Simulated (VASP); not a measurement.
# Be2Cd2O (P4/mmm) in VASP: a series of runs

The runs below take Be2Cd2O through single point, relaxation of cell and atoms, with PBE.

All numbers are computed with VASP 6.6.1; they aren't measurements. Logs are shortened: lines on timing, memory, paths and dates and some standing lists are left out, and cuts for length are marked.

## (1) The cell of the first run

Symmetry: P4/mmm, No. 123, tetragonal system. Conventional cell: a = 3.866 Å, b = 3.866 Å, c = 5.245 Å, α = 90.00°, β = 90.00°, γ = 90.00°. Within 3.1 Å of Be (site symmetry 4mm) lie 4 Cd at 2.37 Å and 2 Be at 2.52 to 2.73 Å and 4 O at 3.01 Å. Cd (site symmetry mmm) has 4 Be at 2.37 Å and 4 Cd at 2.73 Å within 3.1 Å. O (site symmetry 4/mmm) has 8 Be at 3.01 Å and 8 Cd at 3.26 Å and 4 O at 3.87 Å within 4.0 Å.

The cell was built from a structure type or drawn by symmetry, and may not be a known phase.

## (2) Single point, PBE

The input, INCAR:

```
PREC = Accurate
ENCUT = 520
EDIFF = 1E-7
ISMEAR = 0
SIGMA = 0.1
LREAL = False
LASPH = True
NELM = 100
ALGO = Normal
ISIF = 2
LWAVE = False
LCHARG = False
GGA = PE
NBANDS = 25
```

The input, KPOINTS:

```
Automatic mesh
0
Gamma
  4 4 4
```

The input, POSCAR:

```
Be2Cd2O
1.0
    3.8664509500      0.0000000000      0.0000000000
    0.0000000000      3.8664509500      0.0000000000
    0.0000000000      0.0000000000      5.2447268700
Be Cd O
2 2 1
Direct
    0.5000000000      0.5000000000      0.2399999900
    0.5000000000      0.5000000000      0.7600000100
    0.0000000000      0.5000000000      0.5000000000
    0.5000000000      0.0000000000      0.5000000000
    0.0000000000      0.0000000000      0.0000000000
```

Potentials or basis: VASP PAW PBE potentials, release 64 (Be, Cd, O).

The run is started by

```sh
$ cat potpaw_PBE.64/Be/POTCAR potpaw_PBE.64/Cd/POTCAR potpaw_PBE.64/O/POTCAR > POTCAR
$ mpirun -np 1 vasp_std > vasp.out
```

OUTCAR:

```text
PREC = Accurate
   ENCUT = 520
   EDIFF = 1E-7
   ISMEAR = 0
   LREAL = False
   LASPH = True
   NELM = 100
   ISIF = 2
   GGA = PE

 ion  position               nearest neighbor table
   1  0.500  0.500  0.240-   3 2.37   4 2.37   4 2.37   3 2.37
   2  0.500  0.500  0.760-   3 2.37   4 2.37   4 2.37   3 2.37
   3  0.000  0.500  0.500-   1 2.37   2 2.37   1 2.37   2 2.37   4 2.73   4 2.73   4 2.73   4 2.73

   4  0.500  0.000  0.500-   1 2.37   2 2.37   1 2.37   2 2.37   3 2.73   3 2.73   3 2.73   3 2.73

   5  0.000  0.000  0.000-

  LATTYP: Found a simple tetragonal cell.
 ALAT       =     3.8664509500
 C/A-ratio  =     1.3564705560

  Lattice vectors:

 A1 = (   3.8664509500,   0.0000000000,   0.0000000000)
 A2 = (   0.0000000000,   3.8664509500,   0.0000000000)
 A3 = (   0.0000000000,   0.0000000000,   5.2447268700)

Analysis of symmetry for initial positions (statically):
=====================================================================
 Subroutine PRICEL returns:
 Original cell was already a primitive cell.

 Routine SETGRP: Setting up the symmetry group for a
 simple tetragonal supercell.

 Subroutine GETGRP returns: Found 16 space group operations
 (whereof 16 operations were pure point group operations)
 out of a pool of 16 trial point group operations.

The static configuration has the point symmetry D_4h.

Analysis of symmetry for dynamics (positions and initial velocities):
=====================================================================
 Subroutine PRICEL returns:
 Original cell was already a primitive cell.

 Routine SETGRP: Setting up the symmetry group for a
 simple tetragonal supercell.

 Subroutine GETGRP returns: Found 16 space group operations
 (whereof 16 operations were pure point group operations)
 out of a pool of 16 trial point group operations.

The dynamic configuration has the point symmetry D_4h.

 Subroutine INISYM returns: Found 16 space group operations
 (whereof 16 operations are pure point group operations),
 and found     1 'primitive' translations

----------------------------------------------------------------------------------------

[... 87 lines left out ...]
   LSORBIT =      F    spin-orbit coupling
   LASPH  =      T    aspherical Exc in radial PAW
   ENCUT  =  520.0 eV  38.22 Ry    6.18 a.u.   7.19  7.19  9.75*2*pi/ulx,y,z
   NELM   =    100;   NELMIN=  2; NELMDL= -5     # of ELM steps
   EDIFF  = 0.1E-06   stopping-criterion for ELM
   LREAL  =      F    real-space projection
   EDIFFG = 0.1E-05   stopping-criterion for IOM
   NSW    =      0    number of steps for IOM
   IBRION =     -1    ionic relax: 0-MD 1-quasi-New 2-CG
   NFREE  =      0    steps in history (QN), initial steepest desc. (CG)
   ISIF   =      2    stress and relaxation
   ISYM   =      2    0-nonsym 1-usesym 2-fastsym
   POTIM  = 0.5000    time-step for ionic-motion
   TEBEG  =    0.0;   TEEND  =   0.0 temperature during run
   PSTRESS=    0.0 pullay stress
   NELECT =      34.0000    total number of electrons
   NUPDOWN=      -1.0000    fix difference up-down
   EMIN   =  10.00;   EMAX   =-10.00  energy-range for DOS
   EFERMI =   0.00;   METHOD = LEGACY
   ISMEAR =     0;   SIGMA  =   0.10  broadening in eV -4-tet -1-fermi 0-gaus
   EFERMI_NEDOS =   21; number of points for ismear=-14 and -15
   IALGO  =     38    algorithm
   IMIX   =      4    mixing-type and parameters
     AMIX     =   0.40;   BMIX     =  1.00
     AMIX_MAG =   1.60;   BMIX_MAG =  1.00
  volume/ion in A,a.u.               =      15.68       105.82
  Fermi-wavevector in a.u.,A,eV,Ry     =   1.239135  2.341625 20.891130  1.535455
  Thomas-Fermi vector in A             =   2.373631
   LORBIT       =      0    0 simple, 1 ext, 2 COOP (PROOUT), +10 PAW based schemes
   GGA     = PE    functional components
   LHFCALC =     F    Hartree Fock is set to
   AEXX    =    0.0000 exact exchange contribution
   IVDW    =     0    specifies the selected vdW correction
   LEPSILON=     F    determine dielectric tensor
   LRPA    =     F    only Hartree local field effects (RPA)
 non-spin polarized calculation
 Gauss-broadening in eV      SIGMA  =   0.10
  energy-cutoff  :      520.00
  volume of cell :       78.41
 maximum number of plane-waves:      2134
 NGX is ok and might be reduce to    30
   NGX = 15   NGY = 15   NGZ = 19

 number of electron      34.0000007 magnetization

 Free energy of the ion-electron system (eV)
  ---------------------------------------------------
  ext. energy  EPLUGINS =         0.00000000
  ---------------------------------------------------
  free energy    TOTEN  =        -8.75578195 eV

  energy without entropy =       -8.74525013  energy(sigma->0) =       -8.75051604

 E-fermi :   2.3123     XC(G=0): -10.1580

 val. band max:        2.2963238187   @ k =   0.2500   0.2500   0.2500
 cond. band min:       2.3697559722   @ k =   0.0000   0.0000   0.5000
 fundamental gap:      0.0734321535
 Fermi energy:         2.3122919558

 k-point     1 :       0.0000    0.0000    0.0000
  band No.  band energies     occupation
      1     -13.7142      2.00000
      2      -9.0636      2.00000
      3      -8.3641      2.00000
      4      -7.7407      2.00000
      5      -7.5639      2.00000
      6      -7.5639      2.00000
[... 493 lines left out ...]
     24      11.0123      0.00000
     25      12.8695      0.00000

------------------------ aborting loop because EDIFF is reached ----------------------------------------

  FORCE on cell =-STRESS in cart. coord.  units (eV):
  Direction    XX          YY          ZZ          XY          YZ          ZX
  --------------------------------------------------------------------------------------
  -------------------------------------------------------------------------------------
  Total        8.0238931      8.0238931     -2.1737857      0.0000000      0.0000000     -0.0000000
  in kB      163.9637454    163.9637454    -44.4200882      0.0000000      0.0000000     -0.0000000
  external PRESSURE =      94.5024675 kB  Pullay stress =       0.0000000 kB

 VOLUME and BASIS-vectors are now :
 -----------------------------------------------------------------------------
  energy-cutoff  :      520.00
  volume of cell :       78.41
      direct lattice vectors                 reciprocal lattice vectors
     3.866450950  0.000000000  0.000000000     0.258635119  0.000000000  0.000000000
     0.000000000  3.866450950  0.000000000     0.000000000  0.258635119  0.000000000
     0.000000000  0.000000000  5.244726870     0.000000000  0.000000000  0.190667698

 POSITION                                       TOTAL-FORCE (eV/Angst)
 -----------------------------------------------------------------------------------
      1.93323      1.93323      1.25873        -0.000000      0.000000     -1.780847
      1.93323      1.93323      3.98599         0.000000     -0.000000      1.780847
      0.00000      1.93323      2.62236        -0.000000     -0.000000      0.000000
      1.93323      0.00000      2.62236        -0.000000     -0.000000      0.000000
      0.00000      0.00000      0.00000        -0.000000     -0.000000      0.000000
 -----------------------------------------------------------------------------------
    total drift:                                0.000000     -0.000000     -0.000000

  FREE ENERGIE OF THE ION-ELECTRON SYSTEM (eV)
  ---------------------------------------------------
  free  energy   TOTEN  =        -8.7557819486 eV

  energy  without entropy=       -8.7452501278  energy(sigma->0) =       -8.75051604
```

It took 56 s on 1 thread of Intel Xeon 8259CL, shared host; peak memory 0.19 GiB.

Results:

```yaml
Free_energy: -8.7558 eV
Pressure: 9.5 GPa
Largest_force: 1.781 eV/Å
Band_gap_on_the_k_mesh: zero (bands 17 and 18 overlap by 1.39 eV)
```

Forces on the atoms (eV/Å):
```
Be   0.000  0.000 -1.781
Be   0.000  0.000  1.781
Cd   0.000  0.000  0.000
Cd   0.000  0.000  0.000
O    0.000  0.000  0.000
```

Levels at points of the mesh, in eV from the Fermi level:
```csv
k point,band 15,band 16,band 17,band 18,band 19,band 20
"(0.00, 0.00, 0.00)",-1.80,-0.73,0.25,0.54,0.54,4.40
"(0.50, 0.00, 0.00)",-2.06,-1.20,0.20,1.11,1.52,2.00
"(0.50, 0.50, 0.00)",-1.37,-0.92,-0.44,-0.44,-0.38,0.88
"(0.00, 0.00, 0.50)",-1.33,-1.02,0.06,0.06,2.18,4.91
"(0.50, 0.00, 0.50)",-1.14,-0.62,-0.19,0.59,2.12,3.58
"(0.50, 0.50, 0.50)",-2.66,-2.26,-2.26,-0.87,0.81,1.74
```

Caveat: the k points lie up to 0.41 Å⁻¹ apart, too coarse for converged energies and pressures of a metal; forces of over 1 eV/Å act on the atoms, so gaps and moduli don't describe the material at rest.

## (3) Single point, PBE

This run uses another cell than the first one, of 16.40 Å³/atom.

The input, INCAR:

```
SYSTEM = Be2Cd2O
ALGO = Normal
EDIFF = 1E-7
ENCUT = 520
GGA = PE
ISIF = 2
ISMEAR = 0
LASPH = .True.
LCHARG = .False.
LREAL = .False.
LWAVE = .False.
NBANDS = 25
NELM = 80
PREC = Accurate
SIGMA = 0.1
```

The input, KPOINTS:

```
k-points
0
Gamma
  4 4 4
  0 0 0
```

The input, POSCAR:

```
Be2Cd2O
1.0
    4.5465467984      0.0000000000      0.0000000000
    0.0000000000      4.5465467984      0.0000000000
    0.0000000000      0.0000000000      3.9669386010
Be Cd O
2 2 1
Direct
    0.5000000000      0.5000000000      0.2465706640
    0.5000000000      0.5000000000      0.7534293360
    0.0000000000      0.5000000000      0.5000000000
    0.5000000000      0.0000000000      0.5000000000
    0.0000000000      0.0000000000      0.0000000000
```

Potentials or basis: VASP PAW PBE potentials, release 64 (Be, Cd, O).

The run is started by

```sh
$ cat potpaw_PBE.64/Be/POTCAR potpaw_PBE.64/Cd/POTCAR potpaw_PBE.64/O/POTCAR > POTCAR
$ mpirun -np 1 vasp_std > vasp.out
```

It took 52 s on 1 thread of Intel Xeon 8259CL, shared host; peak memory 0.2 GiB.

It converged, with:

```
Free energy            : -10.8473 eV
Pressure               : 0.3 GPa
Band gap on the k mesh : zero (bands 17 and 18 overlap by 1.64 eV)
```

Levels at points of the mesh, in eV from the Fermi level:
| k point | band 13 | band 14 | band 15 | band 16 | band 17 | band 18 | band 19 | band 20 | band 21 | band 22 |
| --- | --- | --- | --- | --- | --- | --- | --- | --- | --- | --- |
| (0.00, 0.00, 0.00) | -2.25 | -2.25 | -1.25 | 0.04 | 0.17 | 0.17 | 1.29 | 3.62 | 3.88 | 8.10 |
| (0.50, 0.00, 0.00) | -3.94 | -1.33 | -0.98 | -0.91 | -0.34 | 0.13 | 3.40 | 4.43 | 5.19 | 5.60 |
| (0.50, 0.50, 0.00) | -3.95 | -3.95 | -0.76 | -0.24 | 0.24 | 0.24 | 1.37 | 4.72 | 4.72 | 7.12 |
| (0.00, 0.00, 0.50) | -3.21 | -1.00 | -1.00 | -0.68 | 0.11 | 0.11 | 2.97 | 4.17 | 4.17 | 4.53 |
| (0.50, 0.00, 0.50) | -3.87 | -3.14 | -0.93 | -0.22 | 0.09 | 0.37 | 1.18 | 3.51 | 3.76 | 5.70 |
| (0.50, 0.50, 0.50) | -2.33 | -2.18 | -2.18 | -1.85 | -1.85 | -1.40 | 2.05 | 2.05 | 3.89 | 9.56 |

Caveat: the k points lie up to 0.40 Å⁻¹ apart, too coarse for converged energies and pressures of a metal.

## (4) Relaxation of cell and atoms, PBE

The input, INCAR:

```
SYSTEM = Be2Cd2O
  ALGO = Normal
  EDIFF = 1E-6
  EDIFFG = -0.04
  ENCUT = 600
  GGA = PE
  IBRION = 2
  ISIF = 3
  ISMEAR = 0
  LASPH = .True.
  LCHARG = .False.
  LREAL = .False.
  LWAVE = .False.
  NELM = 60
  NSW = 90
  PREC = Accurate
  SIGMA = 0.1
```

KPOINTS is that of step 3.

The input, POSCAR:

```
Be2Cd2O
1.0
    3.8664509500      0.0000000000      0.0000000000
    0.0000000000      3.8664509500      0.0000000000
    0.0000000000      0.0000000000      5.2447268700
Be Cd O
2 2 1
Direct
    0.5000000000      0.5000000000      0.2399999900
    0.5000000000      0.5000000000      0.7600000100
    0.0000000000      0.5000000000      0.5000000000
    0.5000000000      0.0000000000      0.5000000000
    0.0000000000      0.0000000000      0.0000000000
```

The run is started by

```sh
$ cat potpaw_PBE.64/Be/POTCAR potpaw_PBE.64/Cd/POTCAR potpaw_PBE.64/O/POTCAR > POTCAR
$ mpirun -np 1 vasp_std > vasp.out
```

It took 8.6 min on 1 thread of Intel Xeon 8259CL, shared host; peak memory 0.23 GiB.

The run converged. Its results:

| Item | Value |
| --- | --- |
| Free energy | -10.8362 eV |
| Relaxed volume | 16.37 Å³/atom |
| Relaxed cell | a = 4.543 Å, b = 4.543 Å, c = 3.967 Å, α = 90.00°, β = 90.00°, γ = 90.00° |
| Space group after relaxing (to 0.1 Å) | P4/mmm (No. 123) |
| Energy gained by relaxing | 416.0 meV/atom |
| Ionic steps | 14 |
| Pressure after relaxing | 0.1 GPa |
| Largest force after relaxing | 0.028 eV/Å |
| Band gap on the k mesh | zero (bands 17 and 18 overlap by 1.64 eV) |

Forces in eV/Å, atoms in the order of the input:
```
Be   0.000  0.000  0.028
Be   0.000  0.000 -0.028
Cd   0.000  0.000  0.000
Cd   0.000  0.000  0.000
O    0.000  0.000  0.000
```

Stress tensor (GPa, compression positive):
```
0.02 0.00 0.00
0.00 0.02 0.00
0.00 0.00 0.32
```

Step by step:
| step | energy change (eV) | largest force (eV/Å) | pressure (GPa) | volume (Å³) |
| --- | --- | --- | --- | --- |
| 1 | 0.0000 | 1.7811 | 9.36 | 78.41 |
| 2 | -0.9185 | 0.5776 | -2.30 | 89.00 |
| 3 | -1.0017 | 0.2354 | -4.29 | 92.60 |
| 4 | -1.0131 | 0.0810 | -4.96 | 94.17 |
| 5 | -1.4242 | 1.1356 | -3.23 | 89.21 |
| 6 | -1.4915 | 1.9810 | -2.08 | 87.17 |
| 7 | -1.8654 | 1.3711 | 0.54 | 81.85 |
| 8 | -1.9726 | 0.0442 | 5.68 | 75.56 |
| 9 | -1.9948 | 0.6900 | 3.65 | 77.69 |
| 10 | -1.9966 | 0.5433 | 4.15 | 77.13 |
| 11 | -2.0646 | 0.5856 | 0.84 | 81.09 |
| 12 | -2.0681 | 0.3817 | 1.33 | 80.37 |
| 13 | -2.0791 | 0.1459 | -0.21 | 82.31 |
| 14 | -2.0801 | 0.0278 | 0.12 | 81.87 |

Final structure:
```
Be Cd O
1.0
     4.54321    0.00000    0.00000
     0.00000    4.54321    0.00000
     0.00000    0.00000    3.96663
Be Cd O
2 2 1
Direct
  0.50000 0.50000 0.24627
  0.50000 0.50000 0.75373
  0.00000 0.50000 0.50000
  0.50000 0.00000 0.50000
  0.00000 0.00000 0.00000
```

Levels at points of the mesh, in eV from the Fermi level:
| k point | band 15 | band 16 | band 17 | band 18 | band 19 | band 20 |
| --- | --- | --- | --- | --- | --- | --- |
| (0.00, 0.00, 0.00) | -1.26 | 0.04 | 0.17 | 0.17 | 1.30 | 3.62 |
| (0.50, 0.00, 0.00) | -0.98 | -0.91 | -0.34 | 0.13 | 3.41 | 4.43 |
| (0.50, 0.50, 0.00) | -0.77 | -0.24 | 0.24 | 0.24 | 1.37 | 4.72 |
| (0.00, 0.00, 0.50) | -1.00 | -0.69 | 0.11 | 0.11 | 2.99 | 4.17 |
| (0.50, 0.00, 0.50) | -0.93 | -0.22 | 0.09 | 0.37 | 1.19 | 3.52 |
| (0.50, 0.50, 0.50) | -2.19 | -1.85 | -1.85 | -1.40 | 2.05 | 2.05 |

Caveat: the k points lie up to 0.40 Å⁻¹ apart in the final cell, too coarse for converged energies and pressures of a metal; a cell axis changed by over 15 % at a fixed basis, so the end point is rough.

[end of part 1 of 2]
